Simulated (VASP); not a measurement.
Wanted: the native input for a VASP 6.6.1 run.

```
Task                   : single point
Functional             : LDA
Potentials or basis    : VASP PAW LDA potentials, release 64 (Zr_sv, C)
Cutoff                 : 520 eV
k mesh                 : 18 × 18 × 18
Occupations            : gaussian, width 0.15 eV
Spin                   : no spin polarisation
Dipole correction      : no
Further INCAR settings : ALGO = Normal; EDIFF = 1e-06; NBANDS = 15
```

The structure of ZrC lies in POSCAR:

```
ZrC
1.0
    0.0000000000      2.3502100000      2.3502100000
    2.3502100000      0.0000000000      2.3502100000
    2.3502100000      2.3502100000      0.0000000000
Zr C
1 1
Direct
    0.4323043363      0.5676956637      0.5000000000
    0.0000000000      0.0000000000      0.0000000000
```

This cell differs from its parent crystal: all Zr atoms moved +0.225 Å, as atom 1 along Cartesian [1 -1 0].

One way to write it, as run:

INCAR

```
SYSTEM = ZrC
ALGO = Normal ; EDIFF = 1E-6
ENCUT = 520 ; ISIF = 2
ISMEAR = 0 ; LASPH = .TRUE.
LCHARG = .FALSE. ; LREAL = .FALSE.
LWAVE = .FALSE. ; NBANDS = 15
NELM = 100 ; PREC = Accurate
SIGMA = 0.15
```

KPOINTS

```
k-points
0
G
  18 18 18
  0 0 0
```

Potentials or basis: VASP PAW LDA potentials, release 64 (Zr_sv, C).

Command:

```console
$ cat potpaw_LDA.64/Zr_sv/POTCAR potpaw_LDA.64/C/POTCAR > POTCAR
$ mpirun -np 1 vasp_std > vasp.out
```

Results of the run:

The pressure is -4.1 GPa, the largest force is 1.466 eV/Å and the band gap on the k mesh is zero (band 8 reaches 9.67 eV, above the bottom of band 9 at 9.61 eV).

Caveat: the cell differs from its parent crystal (all Zr atoms moved +0.225 Å, as atom 1 along Cartesian [1 -1 0]); forces of over 1 eV/Å act on the atoms, so gaps and moduli don't describe the material at rest.

It took 5.2 min on 1 thread of Intel(R) Xeon(R) Platinum 8259CL CPU @ 2.50GHz (Skylake/Cascade Lake) (shared host), peak memory 0.43 GiB.
